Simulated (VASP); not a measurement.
# LiSb7 (Fm-3m) in VASP: single point with PBE

Aim: the single point of LiSb7 with PBE.

Everything below comes from runs of VASP 6.6.1. Logs are shortened: lines on timing, memory, paths and dates and some standing lists are left out, and cuts for length are marked.

## Step 1: The cell of the first run

Symmetry: Fm-3m, No. 225, cubic system. The conventional cell has a = 9.491 Å, b = 9.491 Å, c = 9.491 Å, α = 90.00°, β = 90.00°, γ = 90.00°. Within 4.4 Å of Li (site symmetry m-3m) lie 12 Sb at 3.36 Å. Sb (site symmetry mmm) has 2 Li at 3.36 Å and 10 Sb at 3.36 Å within 4.4 Å. Sb (site symmetry m-3m) has 12 Sb at 3.36 Å within 4.4 Å.

The cell was generated, and may not be a known phase.

## Step 2: Single point, PBE

The input, INCAR:

```
SYSTEM = LiSb7
ALGO     = Normal         ! electronic algorithm
EDIFF    = 1E-6           ! SCF threshold, eV
ENCUT    = 520            ! plane-wave cutoff, eV
GGA      = PE             ! functional
ISIF     = 2              ! what is computed and relaxed
ISMEAR   = 0              ! smearing method
LASPH    = .TRUE.         ! aspherical terms in the spheres
LCHARG   = .FALSE.        ! write CHGCAR
LREAL    = .FALSE.        ! projectors in reciprocal space
LWAVE    = .FALSE.        ! write WAVECAR
NBANDS   = 29             ! bands
NELM     = 100            ! most SCF steps
PREC     = Accurate       ! precision mode
SIGMA    = 0.1            ! smearing width, eV
```

The input, KPOINTS:

```
k-points
0
G
  4 4 4
  0 0 0
```

The input, POSCAR:

```
LiSb7
1.0
    0.0000000000      4.7454449100      4.7454449100
    4.7454449100      0.0000000000      4.7454449100
    4.7454449100      4.7454449100      0.0000000000
Li Sb
1 7
Direct
    0.0000000000      0.0000000000      0.0000000000
    0.5000000000      0.0000000000      0.0000000000
    0.0000000000      0.5000000000      0.5000000000
    0.0000000000      0.5000000000      0.0000000000
    0.5000000000      0.0000000000      0.5000000000
    0.0000000000      0.0000000000      0.5000000000
    0.5000000000      0.5000000000      0.0000000000
    0.5000000000      0.5000000000      0.5000000000
```

Potentials or basis: VASP PAW PBE potentials, release 64 (Li_sv, Sb).

Started as:

```sh
> cat potpaw_PBE.64/Li_sv/POTCAR potpaw_PBE.64/Sb/POTCAR > POTCAR
> mpirun -np 1 vasp_std > vasp.out
```

OUTCAR:

```text
SYSTEM = LiSb7
   EDIFF = 1E-6
   ENCUT = 520
   GGA = PE
   ISIF = 2
   ISMEAR = 0
   LASPH = .TRUE.
   LREAL = .FALSE.
   NELM = 100
   PREC = Accurate

 ion  position               nearest neighbor table
   1  0.000  0.000  0.000-
   2  0.500  0.000  0.000-   5 3.36   7 3.36   5 3.36   6 3.36   8 3.36   4 3.36   7 3.36   8 3.36
                             4 3.36   6 3.36
   3  0.000  0.500  0.500-   4 3.36   6 3.36   8 3.36   4 3.36   7 3.36   5 3.36   6 3.36   5 3.36
                             7 3.36   8 3.36
   4  0.000  0.500  0.000-   3 3.36   7 3.36   3 3.36   6 3.36   8 3.36   2 3.36   6 3.36   2 3.36
                             7 3.36   8 3.36
   5  0.500  0.000  0.500-   2 3.36   6 3.36   8 3.36   2 3.36   7 3.36   3 3.36   7 3.36   8 3.36
                             3 3.36   6 3.36
   6  0.000  0.000  0.500-   3 3.36   5 3.36   2 3.36   4 3.36   3 3.36   4 3.36   8 3.36   2 3.36
                             5 3.36   8 3.36
   7  0.500  0.500  0.000-   2 3.36   4 3.36   8 3.36   3 3.36   5 3.36   8 3.36   2 3.36   5 3.36
                             3 3.36   4 3.36
   8  0.500  0.500  0.500-   3 3.36   5 3.36   7 3.36   2 3.36   4 3.36   7 3.36   2 3.36   5 3.36
                             6 3.36   3 3.36   4 3.36   6 3.36

  LATTYP: Found a face centered cubic cell.
 ALAT       =     9.4908898200

  Lattice vectors:

 A1 = (   0.0000000000,   4.7454449100,   4.7454449100)
 A2 = (   4.7454449100,   0.0000000000,   4.7454449100)
 A3 = (   4.7454449100,   4.7454449100,   0.0000000000)

Analysis of symmetry for initial positions (statically):
=====================================================================
 Subroutine PRICEL returns:
 Original cell was already a primitive cell.

 Routine SETGRP: Setting up the symmetry group for a
 face centered cubic supercell.

 Subroutine GETGRP returns: Found 48 space group operations
 (whereof 48 operations were pure point group operations)
 out of a pool of 48 trial point group operations.

The static configuration has the point symmetry O_h .

Analysis of symmetry for dynamics (positions and initial velocities):
=====================================================================
 Subroutine PRICEL returns:
 Original cell was already a primitive cell.

 Routine SETGRP: Setting up the symmetry group for a
 face centered cubic supercell.

 Subroutine GETGRP returns: Found 48 space group operations
 (whereof 48 operations were pure point group operations)
 out of a pool of 48 trial point group operations.

The dynamic configuration has the point symmetry O_h .

[... 93 lines left out ...]
   EDIFF  = 0.1E-05   stopping-criterion for ELM
   LREAL  =      F    real-space projection
[... 7 lines left out ...]
   TEBEG  =    0.0;   TEEND  =   0.0 temperature during run
   PSTRESS=    0.0 pullay stress
   NELECT =      38.0000    total number of electrons
   NUPDOWN=      -1.0000    fix difference up-down
   EMIN   =  10.00;   EMAX   =-10.00  energy-range for DOS
   EFERMI =   0.00;   METHOD = LEGACY
   ISMEAR =     0;   SIGMA  =   0.10  broadening in eV -4-tet -1-fermi 0-gaus
   EFERMI_NEDOS =   21; number of points for ismear=-14 and -15
   IALGO  =     38    algorithm
   IMIX   =      4    mixing-type and parameters
     AMIX     =   0.40;   BMIX     =  1.00
     AMIX_MAG =   1.60;   BMIX_MAG =  1.00
  volume/ion in A,a.u.               =      26.72       180.29
  Fermi-wavevector in a.u.,A,eV,Ry     =   0.920554  1.739594 11.529835  0.847419
  Thomas-Fermi vector in A             =   2.045872
   LORBIT       =      0    0 simple, 1 ext, 2 COOP (PROOUT), +10 PAW based schemes
   GGA     = PE    functional components
   LHFCALC =     F    Hartree Fock is set to
   AEXX    =    0.0000 exact exchange contribution
   IVDW    =     0    specifies the selected vdW correction
   LEPSILON=     F    determine dielectric tensor
   LRPA    =     F    only Hartree local field effects (RPA)
 non-spin polarized calculation
 Gauss-broadening in eV      SIGMA  =   0.10
  energy-cutoff  :      520.00
  volume of cell :      213.73
 maximum number of plane-waves:      5780
 NGX is ok and might be reduce to    50
   NGX = 25   NGY = 25   NGZ = 25

 number of electron      37.9999992 magnetization

 Free energy of the ion-electron system (eV)
  ---------------------------------------------------
  ext. energy  EPLUGINS =         0.00000000
  ---------------------------------------------------
  free energy    TOTEN  =       -29.40682602 eV

  energy without entropy =      -29.33965815  energy(sigma->0) =      -29.37324209

 E-fermi :   7.5017     XC(G=0):  -9.7974

 val. band max:        7.4921110757   @ k =   0.5000   0.2500   0.0000
 cond. band min:       7.5362111605   @ k =  -0.2500   0.2500   0.0000
 fundamental gap:      0.0441000848
 Fermi energy:         7.5016985794

 k-point     1 :       0.0000    0.0000    0.0000
  band No.  band energies     occupation
      1     -39.9323      2.00000
      2      -5.0280      2.00000
      3      -1.5377      2.00000
      4      -1.5377      2.00000
      5      -1.5377      2.00000
      6      -0.8024      2.00000
[... 245 lines left out ...]
     28       9.7961      0.00000
     29      10.3660      0.00000

------------------------ aborting loop because EDIFF is reached ----------------------------------------

  FORCE on cell =-STRESS in cart. coord.  units (eV):
  Direction    XX          YY          ZZ          XY          YZ          ZX
  --------------------------------------------------------------------------------------
  -------------------------------------------------------------------------------------
  Total        0.6781698      0.6781698      0.6781698      0.0000000      0.0000000      0.0000000
  in kB        5.0837976      5.0837976      5.0837976      0.0000000      0.0000000      0.0000000
  external PRESSURE =       5.0837976 kB  Pullay stress =       0.0000000 kB

 VOLUME and BASIS-vectors are now :
 -----------------------------------------------------------------------------
  energy-cutoff  :      520.00
  volume of cell :      213.73
      direct lattice vectors                 reciprocal lattice vectors
     0.000000000  4.745444910  4.745444910    -0.105364199  0.105364199  0.105364199
     4.745444910  0.000000000  4.745444910     0.105364199 -0.105364199  0.105364199
     4.745444910  4.745444910  0.000000000     0.105364199  0.105364199 -0.105364199

 POSITION                                       TOTAL-FORCE (eV/Angst)
 -----------------------------------------------------------------------------------
      0.00000      0.00000      0.00000         0.000000     -0.000000      0.000000
      0.00000      2.37272      2.37272        -0.000000     -0.000000      0.000000
      4.74544      2.37272      2.37272        -0.000000      0.000000      0.000000
      2.37272      0.00000      2.37272         0.000000     -0.000000      0.000000
      2.37272      4.74544      2.37272         0.000000     -0.000000     -0.000000
      2.37272      2.37272      0.00000         0.000000      0.000000     -0.000000
      2.37272      2.37272      4.74544        -0.000000      0.000000     -0.000000
      4.74544      4.74544      4.74544        -0.000000     -0.000000     -0.000000
 -----------------------------------------------------------------------------------
    total drift:                                0.000000      0.000000      0.000000

  FREE ENERGIE OF THE ION-ELECTRON SYSTEM (eV)
  ---------------------------------------------------
  free  energy   TOTEN  =       -29.4068260235 eV

  energy  without entropy=      -29.3396581499  energy(sigma->0) =      -29.37324209
```

stdout:

```text
POSCAR found type information on POSCAR LiSb
 POSCAR found :  2 types and       8 ions
 scaLAPACK will be used
 LDA part: xc-table for (Slater+PW92), standard interpolation
 POSCAR, INCAR and KPOINTS ok, starting setup
 FFT: planning ... GRIDC
 FFT: planning ... GRID_SOFT
 FFT: planning ... GRID
 WAVECAR not read
 entering main loop
```

Run time: 88 s. Hardware: 1 thread of Intel Xeon 8259CL, shared host; peak memory 0.35 GiB.

What came out:

- Free energy: -29.4068 eV
- Band gap on the k mesh: zero (bands 19 and 20 overlap by 2.09 eV)

Caveat: the cutoff is under 1.25 times the usual one of these potentials, so pressure, stress and relaxed cells hold a basis-set (Pulay) error; spin-orbit coupling is left out, which moves the levels of the heavy elements.

The gap in the log of VASP goes by the Fermi energy; the results here count the filled bands.